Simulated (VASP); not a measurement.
# BaTiO3: single point with PBEsol

The system is BaTiO3.

```xyz
5
Lattice="2.8274 1.6324 2.3184 -2.8274 1.6324 2.3184 0.0000 -3.2648 2.3184" Properties=species:S:1:pos:R:3 pbc="T T T"
Ba    0.0000    0.0000    0.0000
Ti    0.0000    0.0000    3.3698
O     1.3885   -0.8017    2.3988
O    -1.3885   -0.8017    2.3988
O     0.0000    1.6033    2.3988
```

- Program: VASP 6.6.1
- Task: single point
- Functional: PBEsol
- Potentials or basis: VASP PAW PBE potentials, release 64 (Ba_sv, Ti_sv, O)
- Cutoff: 520 eV
- k mesh: 7 × 7 × 7
- Occupations: fermi-dirac, width 0.05 eV
- Spin: no spin polarisation
- Dipole correction: no
- Further INCAR settings: ALGO = Normal; EDIFF = 1e-07; NBANDS = 28

```json
{
 "Pressure": "0.6 GPa",
 "Largest force": "0.143 eV/Å",
 "Band gap on the k mesh": "2.40 eV (least direct gap 2.74 eV)"
}
```

Forces in eV/Å, atoms in the order of the input:
```
Ba   0.000  0.000 -0.126
Ti   0.000  0.000  0.143
O    0.082 -0.048 -0.006
O   -0.082 -0.048 -0.006
O    0.000  0.095 -0.006
```

Stress tensor (GPa, compression positive):
```
0.67 0.00 0.00
0.00 0.67 0.00
0.00 0.00 0.48
```

Levels at points of the mesh, in eV from the valence-band top:
```
           k point  band 17  band 18  band 19  band 20  band 21  band 22  band 23  band 24
(0.00, 0.00, 0.00)    -1.02    -0.48    -0.34    -0.34     2.40     2.40     2.54     4.57
```

Wall time 47 s on 1 thread of AMD EPYC 9R45 96-Core Processor (Zen 5), on a shared host, peak memory 0.19 GiB.

Caveat: the PAW data sets were made with another functional, which shifts forces and pressure a little; spin-orbit coupling is left out, which moves the levels of the heavy elements. As with any semilocal functional, this PBEsol gap is likely too small.
